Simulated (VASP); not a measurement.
# Pb (Fm-3m) in VASP: a series of runs

Runs on Pb. Level: r2SCAN. Tasks: single point.

All numbers are computed with VASP 6.6.1; they aren't measurements. Logs are shortened: lines on timing, memory, paths and dates and some standing lists are left out, and cuts for length are marked.

## Step 1: The cell of the first run

It takes space group Fm-3m (No. 225, cubic). The conventional cell has a = 5.013 Å, b = 5.013 Å, c = 5.013 Å, α = 90.00°, β = 90.00°, γ = 90.00°. Pb (site symmetry m-3m) has 12 Pb at 3.54 Å within 4.7 Å.

## Step 2: Single point, r2SCAN

Contents of POSCAR:

```
Pb
1.0
    0.0000000000      2.5063436120      2.5063436120
    2.5063436120      0.0000000000      2.5063436120
    2.5063436120      2.5063436120      0.0000000000
Pb
1
Direct
    0.0000000000      0.0000000000      0.0000000000
```

Contents of INCAR.step1:

```
SYSTEM = Pb
  PREC = Accurate
  ENCUT = 520
  ISMEAR = -1
  SIGMA = 0.1
  LREAL = .FALSE.
  LASPH = .TRUE.
  NELM = 60
  NBANDS = 13
  GGA = PE
  ALGO = Normal
  EDIFF = 1E-4
  LWAVE = .TRUE.
  LCHARG = .FALSE.
```

Contents of INCAR.step2:

```
SYSTEM = Pb
  PREC = Accurate
  ENCUT = 520
  EDIFF = 1E-7
  ISMEAR = -1
  SIGMA = 0.1
  LREAL = .FALSE.
  LASPH = .TRUE.
  NELM = 60
  ALGO = Normal
  ISIF = 2
  LWAVE = .FALSE.
  LCHARG = .FALSE.
  METAGGA = R2SCAN
  LMIXTAU = .TRUE.
  NBANDS = 13
  ISTART = 1
```

Contents of KPOINTS:

```
Automatic mesh
0
G
  12 12 12
  0 0 0
```

Potentials or basis: VASP PAW PBE potentials, release 64 (Pb_d).

The run is started by

```bash
> cat potpaw_PBE.64/Pb_d/POTCAR > POTCAR
> cp INCAR.step1 INCAR
> mpirun -np 1 vasp_std > vasp.out
> cp INCAR.step2 INCAR
> mpirun -np 1 vasp_std > vasp.out
```

OUTCAR:

```text
SYSTEM = Pb
   PREC = Accurate
   ENCUT = 520
   EDIFF = 1E-7
   ISMEAR = -1
   LREAL = .FALSE.
   LASPH = .TRUE.
   NELM = 60
   ISIF = 2
   METAGGA = R2SCAN
   ISTART = 1

 ion  position               nearest neighbor table
   1  0.000  0.000  0.000-

  LATTYP: Found a face centered cubic cell.
 ALAT       =     5.0126872240

  Lattice vectors:

 A1 = (   0.0000000000,   2.5063436120,   2.5063436120)
 A2 = (   2.5063436120,   0.0000000000,   2.5063436120)
 A3 = (   2.5063436120,   2.5063436120,   0.0000000000)

Analysis of symmetry for initial positions (statically):
=====================================================================
 Subroutine PRICEL returns:
 Original cell was already a primitive cell.

 Routine SETGRP: Setting up the symmetry group for a
 face centered cubic supercell.

 Subroutine GETGRP returns: Found 48 space group operations
 (whereof 48 operations were pure point group operations)
 out of a pool of 48 trial point group operations.

The static configuration has the point symmetry O_h .

Analysis of symmetry for dynamics (positions and initial velocities):
=====================================================================
 Subroutine PRICEL returns:
 Original cell was already a primitive cell.

 Routine SETGRP: Setting up the symmetry group for a
 face centered cubic supercell.

 Subroutine GETGRP returns: Found 48 space group operations
 (whereof 48 operations were pure point group operations)
 out of a pool of 48 trial point group operations.

The dynamic configuration has the point symmetry O_h .

 Subroutine INISYM returns: Found 48 space group operations
 (whereof 48 operations are pure point group operations),
 and found     1 'primitive' translations

----------------------------------------------------------------------------------------

                                     Primitive cell

  volume of cell :      31.4885

  direct lattice vectors                    reciprocal lattice vectors
     0.000000000  2.506343612  2.506343612    -0.199493796  0.199493796  0.199493796
     2.506343612  0.000000000  2.506343612     0.199493796 -0.199493796  0.199493796
     2.506343612  2.506343612  0.000000000     0.199493796  0.199493796 -0.199493796

  length of vectors
     3.544505128  3.544505128  3.544505128     0.345533390  0.345533390  0.345533390

  position of ions in fractional coordinates (direct lattice)
     0.000000000  0.000000000  0.000000000

  ion indices of the primitive-cell ions
   primitive index   ion index
                 1           1

----------------------------------------------------------------------------------------

 KPOINTS: Automatic mesh

Automatic generation of k-mesh.
 Grid dimensions read from file:
 generate k-points for:   12   12   12

 Generating k-lattice:

  Cartesian coordinates                     Fractional coordinates (reciprocal lattice)
    -0.016624483  0.016624483  0.016624483     0.083333333  0.000000000  0.000000000
     0.016624483 -0.016624483  0.016624483     0.000000000  0.083333333  0.000000000
     0.016624483  0.016624483 -0.016624483     0.000000000  0.000000000  0.083333333

  Length of vectors
     0.028794449  0.028794449  0.028794449

  Shift w.r.t. Gamma in fractional coordinates (k-lattice)
     0.000000000  0.000000000  0.000000000

 Subroutine IBZKPT returns following result:
 ===========================================

 Found     72 irreducible k-points:

 Following reciprocal coordinates:
            Coordinates               Weight
  0.000000  0.000000  0.000000      1.000000
  0.083333  0.000000  0.000000      8.000000
  0.166667  0.000000  0.000000      8.000000
  0.250000  0.000000  0.000000      8.000000
  0.333333  0.000000  0.000000      8.000000
  0.416667  0.000000  0.000000      8.000000
[... 16 lines left out ...]
  0.500000  0.166667  0.000000     24.000000
 -0.416667  0.166667  0.000000     24.000000
 [... further k-points ...]
   k-points           NKPTS =     72   k-points in BZ     NKDIM =     72   number of bands    NBANDS=     13
   number of dos      NEDOS =    301   number of ions     NIONS =      1
   total plane-waves  NPLWV =  21952
   dimension x,y,z NGX =    28 NGY =   28 NGZ =   28
   dimension x,y,z NGXF=    56 NGYF=   56 NGZF=   56
   ions per type =               1
   NGX,Y,Z   is equivalent  to a cutoff of  13.13, 13.13, 13.13 a.u.
   NGXF,Y,Z  is equivalent  to a cutoff of  26.27, 26.27, 26.27 a.u.
 SYSTEM =  Pb
   PREC   = accura    normal or accurate (medium, high low for compatibility)
   ISTART =      1    job   : 0-new  1-cont  2-samecut
   ICHARG =      0    charge: 1-file 2-atom 10-const
   ISPIN  =      1    spin polarized calculation?
   LNONCOLLINEAR =      F non collinear calculations
   LSORBIT =      F    spin-orbit coupling
   LASPH  =      T    aspherical Exc in radial PAW
   ENCUT  =  520.0 eV  38.22 Ry    6.18 a.u.   6.59  6.59  6.59*2*pi/ulx,y,z
   NELM   =     60;   NELMIN=  2; NELMDL=  0     # of ELM steps
   EDIFF  = 0.1E-06   stopping-criterion for ELM
   LREAL  =      F    real-space projection
   EDIFFG = 0.1E-05   stopping-criterion for IOM
   NSW    =      0    number of steps for IOM
   IBRION =     -1    ionic relax: 0-MD 1-quasi-New 2-CG
   NFREE  =      0    steps in history (QN), initial steepest desc. (CG)
   ISIF   =      2    stress and relaxation
   ISYM   =      2    0-nonsym 1-usesym 2-fastsym
   POTIM  = 0.5000    time-step for ionic-motion
   TEBEG  =    0.0;   TEEND  =   0.0 temperature during run
   PSTRESS=    0.0 pullay stress
   NELECT =      14.0000    total number of electrons
   NUPDOWN=      -1.0000    fix difference up-down
   EMIN   =  10.00;   EMAX   =-10.00  energy-range for DOS
   EFERMI =   0.00;   METHOD = LEGACY
   ISMEAR =    -1;   SIGMA  =   0.10  broadening in eV -4-tet -1-fermi 0-gaus
   EFERMI_NEDOS =   21; number of points for ismear=-14 and -15
   IALGO  =     38    algorithm
   IMIX   =      4    mixing-type and parameters
     AMIX     =   0.40;   BMIX     =  1.00
     AMIX_MAG =   1.60;   BMIX_MAG =  1.00
  volume/ion in A,a.u.               =      31.49       212.49
  Fermi-wavevector in a.u.,A,eV,Ry     =   1.249492  2.361198 21.241836  1.561231
  Thomas-Fermi vector in A             =   2.383530
   LORBIT       =      0    0 simple, 1 ext, 2 COOP (PROOUT), +10 PAW based schemes
   METAGGA = R2SCAN    functional components
   LHFCALC =     F    Hartree Fock is set to
   AEXX    =    0.0000 exact exchange contribution
   IVDW    =     0    specifies the selected vdW correction
   LEPSILON=     F    determine dielectric tensor
   LRPA    =     F    only Hartree local field effects (RPA)
 non-spin polarized calculation
  energy-cutoff  :      520.00
  volume of cell :       31.49
 maximum number of plane-waves:       881
   NGX = 13   NGY = 13   NGZ = 13

 number of electron      14.0000002 magnetization

 Free energy of the ion-electron system (eV)
  ---------------------------------------------------
  ext. energy  EPLUGINS =         0.00000000
  ---------------------------------------------------
  free energy    TOTEN  =       -56.28070597 eV

  energy without entropy =      -56.25636304  energy(sigma->0) =      -56.26853450

 E-fermi :   6.8544     XC(G=0): -10.7189

 val. band max:        6.8476450308   @ k =  -0.2500   0.0833   0.0000
 cond. band min:       6.9187811499   @ k =  -0.4167   0.3333   0.1667
 fundamental gap:      0.0711361191
 Fermi energy:         6.8544227601

 k-point     1 :       0.0000    0.0000    0.0000
  band No.  band energies     occupation
      1     -10.8848      2.00000
      2     -10.8848      2.00000
      3     -10.8848      2.00000
      4     -10.7533      2.00000
      5     -10.7533      2.00000
      6      -5.2267      2.00000
      7      14.2301      0.00000
      8      14.2301      0.00000
      9      14.2301      0.00000
     10      17.1971      0.00000
     11      18.6021      0.00000
     12      19.6340      0.00000
     13      19.6340      0.00000

 k-point     2 :       0.0833    0.0000    0.0000
  band No.  band energies     occupation
      1     -10.8850      2.00000
      2     -10.8754      2.00000
      3     -10.8754      2.00000
      4     -10.7538      2.00000
      5     -10.7538      2.00000
      6      -5.0917      2.00000
      7      12.7368      0.00000
      8      14.0631      0.00000
      9      14.0631      0.00000
     10      16.8388      0.00000
     11      19.2626      0.00000
     12      19.9309      0.00000
     13      19.9309      0.00000

 k-point     3 :       0.1667    0.0000    0.0000
  band No.  band energies     occupation
      1     -10.8865      2.00000
      2     -10.8568      2.00000
      3     -10.8568      2.00000
      4     -10.7474      2.00000
      5     -10.7474      2.00000
      6      -4.6871      2.00000
      7      10.1481      0.00000
      8      13.6591      0.00000
      9      13.6591      0.00000
     10      16.4554      0.00000
     11      20.0853      0.00000
     12      20.3423      0.00000
     13      20.3423      0.00000
[... 305 lines left out ...]
 k-point    23 :       0.5000    0.1667    0.0000
  band No.  band energies     occupation
      1     -10.9153      2.00000
      2     -10.8466      2.00000
      3     -10.8117      2.00000
      4     -10.6904      2.00000
      5     -10.6194      2.00000
      6      -1.5090      2.00000
      7       3.5109      2.00000
      8       9.5028      0.00000
      9      11.1459      0.00000
     10      14.8521      0.00000
     11      19.4944      0.00000
     12      20.3394      0.00000
     13      21.6028      0.00000

 k-point    24 :      -0.4167    0.1667    0.0000
  band No.  band energies     occupation
      1     -10.9026      2.00000
      2     -10.8482      2.00000
      3     -10.8172      2.00000
      4     -10.6725      2.00000
      5     -10.6396      2.00000
      6      -1.3463      2.00000
      7       3.2757      2.00000
      8       9.0472      0.00000
      9      11.5763      0.00000
     10      15.1128      0.00000
     11      19.0955      0.00000
     12      19.8971      0.00000
     13      22.4695      0.00000

 [... further k-points ...]

------------------------ aborting loop because EDIFF is reached ----------------------------------------

  FORCE on cell =-STRESS in cart. coord.  units (eV):
  Direction    XX          YY          ZZ          XY          YZ          ZX
  --------------------------------------------------------------------------------------
  -------------------------------------------------------------------------------------
  Total       -0.0512486     -0.0512486     -0.0512486     -0.0000000      0.0000000     -0.0000000
  in kB       -2.6075968     -2.6075968     -2.6075968     -0.0000000      0.0000000     -0.0000000
  external PRESSURE =      -2.6075968 kB  Pullay stress =       0.0000000 kB

 VOLUME and BASIS-vectors are now :
 -----------------------------------------------------------------------------
  energy-cutoff  :      520.00
  volume of cell :       31.49
      direct lattice vectors                 reciprocal lattice vectors
     0.000000000  2.506343612  2.506343612    -0.199493796  0.199493796  0.199493796
     2.506343612  0.000000000  2.506343612     0.199493796 -0.199493796  0.199493796
     2.506343612  2.506343612  0.000000000     0.199493796  0.199493796 -0.199493796

 POSITION                                       TOTAL-FORCE (eV/Angst)
 -----------------------------------------------------------------------------------
      0.00000      0.00000      0.00000         0.000000      0.000000      0.000000
 -----------------------------------------------------------------------------------
    total drift:                               -0.000000     -0.000000     -0.000000

  FREE ENERGIE OF THE ION-ELECTRON SYSTEM (eV)
  ---------------------------------------------------
  free  energy   TOTEN  =       -56.2807059667 eV

  energy  without entropy=      -56.2563630400  energy(sigma->0) =      -56.26853450
```

Run time: 4 min. Hardware: 1 thread of Intel Xeon 8259CL, shared host; peak memory 0.18 GiB.

Results:

```
Free energy            : -56.2807 eV
Pressure               : -0.3 GPa
Band gap on the k mesh : zero (bands 7 and 8 overlap by 8.98 eV)
```

Levels at points of the mesh, in eV from the Fermi level:
```tsv
k point	band 4	band 5	band 6	band 7	band 8	band 9	band 10	band 11
(0.00, 0.00, 0.00)	-17.61	-17.61	-12.08	7.38	7.38	7.38	10.34	11.75
(0.50, 0.00, 0.00)	-17.48	-17.48	-8.49	-4.23	5.54	5.54	9.67	9.89
(0.50, 0.50, 0.00)	-17.44	-17.44	-7.08	-3.35	2.03	2.03	5.76	6.86
```

Caveat: the PAW data sets were made with another functional, which shifts forces and pressure a little; spin-orbit coupling is left out, which moves the levels of the heavy elements.

## Step 3: Single point, r2SCAN

This run uses another cell than the first one, of 32.45 Å³/atom.

Contents of POSCAR:

```
Pb
1.0
    0.0000000000      2.5316619277      2.5316619277
    2.5316619277      0.0000000000      2.5316619277
    2.5316619277      2.5316619277      0.0000000000
Pb
1
Direct
    0.0000000000      0.0000000000      0.0000000000
```

Contents of INCAR.step1:

```
  PREC = Accurate
  ENCUT = 520
  ISMEAR = -1
  SIGMA = 0.1
  LREAL = False
  LASPH = True
  NELM = 60
  NBANDS = 13
  GGA = PE
  ALGO = Normal
  EDIFF = 1E-4
  LWAVE = True
  LCHARG = False
```

Contents of INCAR.step2:

```
  PREC = Accurate
  ENCUT = 520
  EDIFF = 1E-7
  ISMEAR = -1
  SIGMA = 0.1
  LREAL = False
  LASPH = True
  NELM = 60
  ALGO = Normal
  ISIF = 2
  LWAVE = False
  LCHARG = False
  METAGGA = R2SCAN
  LMIXTAU = True
  NBANDS = 13
  ISTART = 1
```

Contents of KPOINTS:

```
Automatic mesh
0
Gamma
  12 12 12
```

Potentials or basis: VASP PAW PBE potentials, release 64 (Pb_d).

The run is started by

```bash
> cat potpaw_PBE.64/Pb_d/POTCAR > POTCAR
> cp INCAR.step1 INCAR
> mpirun -np 1 vasp_std > vasp.out
> cp INCAR.step2 INCAR
> mpirun -np 1 vasp_std > vasp.out
```

OUTCAR:

```text
PREC = Accurate
   ENCUT = 520
   EDIFF = 1E-7
   ISMEAR = -1
   LREAL = False
   LASPH = True
   NELM = 60
   ISIF = 2
   METAGGA = R2SCAN
   ISTART = 1

 ion  position               nearest neighbor table
   1  0.000  0.000  0.000-

  LATTYP: Found a face centered cubic cell.
 ALAT       =     5.0633238554

  Lattice vectors:

 A1 = (   0.0000000000,   2.5316619277,   2.5316619277)
 A2 = (   2.5316619277,   0.0000000000,   2.5316619277)
 A3 = (   2.5316619277,   2.5316619277,   0.0000000000)

Analysis of symmetry for initial positions (statically):
=====================================================================
 Subroutine PRICEL returns:
 Original cell was already a primitive cell.

 Routine SETGRP: Setting up the symmetry group for a
 face centered cubic supercell.

 Subroutine GETGRP returns: Found 48 space group operations
 (whereof 48 operations were pure point group operations)
 out of a pool of 48 trial point group operations.

The static configuration has the point symmetry O_h .

Analysis of symmetry for dynamics (positions and initial velocities):
=====================================================================
 Subroutine PRICEL returns:
 Original cell was already a primitive cell.

 Routine SETGRP: Setting up the symmetry group for a
 face centered cubic supercell.

 Subroutine GETGRP returns: Found 48 space group operations
 (whereof 48 operations were pure point group operations)
 out of a pool of 48 trial point group operations.

The dynamic configuration has the point symmetry O_h .

 Subroutine INISYM returns: Found 48 space group operations
 (whereof 48 operations are pure point group operations),
 and found     1 'primitive' translations

----------------------------------------------------------------------------------------

                                     Primitive cell

  volume of cell :      32.4524

[... 111 lines left out ...]
   METAGGA = R2SCAN    functional components
   LHFCALC =     F    Hartree Fock is set to
   AEXX    =    0.0000 exact exchange contribution
   IVDW    =     0    specifies the selected vdW correction
   LEPSILON=     F    determine dielectric tensor
   LRPA    =     F    only Hartree local field effects (RPA)
 non-spin polarized calculation
  energy-cutoff  :      520.00
  volume of cell :       32.45
 maximum number of plane-waves:       895
   NGX = 13   NGY = 13   NGZ = 13

 number of electron      14.0000003 magnetization

 Free energy of the ion-electron system (eV)
  ---------------------------------------------------
  ext. energy  EPLUGINS =         0.00000000
  ---------------------------------------------------
  free energy    TOTEN  =       -56.27590682 eV

  energy without entropy =      -56.25188749  energy(sigma->0) =      -56.26389716

 E-fermi :   6.5318     XC(G=0): -10.5593

 val. band max:        6.5022085721   @ k =  -0.3333   0.2500   0.0000
 cond. band min:       6.6013461914   @ k =  -0.4167   0.3333   0.1667
 fundamental gap:      0.0991376193
 Fermi energy:         6.5317541890

 k-point     1 :       0.0000    0.0000    0.0000
  band No.  band energies     occupation
      1     -11.1889      2.00000
      2     -11.1889      2.00000
      3     -11.1889      2.00000
      4     -11.0691      2.00000
      5     -11.0691      2.00000
      6      -5.3494      2.00000
      7      13.6634      0.00000
      8      13.6634      0.00000
      9      13.6634      0.00000
     10      16.8487      0.00000
     11      17.8797      0.00000
     12      19.0951      0.00000
     13      19.0951      0.00000
[... 354 lines left out ...]
  band No.  band energies     occupation
      1     -11.2035      2.00000
      2     -11.1532      2.00000
      3     -11.1267      2.00000
      4     -10.9941      2.00000
      5     -10.9647      2.00000
      6      -1.6507      2.00000
      7       3.0774      2.00000
      8       8.6554      0.00000
      9      11.1174      0.00000
     10      14.7062      0.00000
     11      18.5216      0.00000
     12      19.3628      0.00000
     13      21.9160      0.00000

 [... further k-points ...]

------------------------ aborting loop because EDIFF is reached ----------------------------------------

  FORCE on cell =-STRESS in cart. coord.  units (eV):
  Direction    XX          YY          ZZ          XY          YZ          ZX
  --------------------------------------------------------------------------------------
  -------------------------------------------------------------------------------------
  Total       -0.2940312     -0.2940312     -0.2940312      0.0000000      0.0000000      0.0000000
  in kB      -14.5163334    -14.5163334    -14.5163334      0.0000000      0.0000000      0.0000000
  external PRESSURE =     -14.5163334 kB  Pullay stress =       0.0000000 kB

 VOLUME and BASIS-vectors are now :
 -----------------------------------------------------------------------------
  energy-cutoff  :      520.00
  volume of cell :       32.45
      direct lattice vectors                 reciprocal lattice vectors
     0.000000000  2.531661928  2.531661928    -0.197498724  0.197498724  0.197498724
     2.531661928  0.000000000  2.531661928     0.197498724 -0.197498724  0.197498724
     2.531661928  2.531661928  0.000000000     0.197498724  0.197498724 -0.197498724

 POSITION                                       TOTAL-FORCE (eV/Angst)
 -----------------------------------------------------------------------------------
      0.00000      0.00000      0.00000         0.000000      0.000000      0.000000
 -----------------------------------------------------------------------------------
    total drift:                               -0.000000     -0.000000     -0.000000

  FREE ENERGIE OF THE ION-ELECTRON SYSTEM (eV)
  ---------------------------------------------------
  free  energy   TOTEN  =       -56.2759068217 eV

  energy  without entropy=      -56.2518874913  energy(sigma->0) =      -56.26389716
```

It took 4.1 min on 1 thread of Intel Xeon 8259CL, shared host; peak memory 0.18 GiB.

Results:

```yaml
Free_energy: -56.2759 eV
Pressure: -1.5 GPa
Band_gap_on_the_k_mesh: zero (bands 7 and 8 overlap by 8.67 eV)
```

Caveat: the PAW data sets were made with another functional, which shifts forces and pressure a little; spin-orbit coupling is left out, which moves the levels of the heavy elements.

(Part 1 of 3 ends here.)

The gap in the log of VASP goes by the Fermi energy; the results here count the filled bands.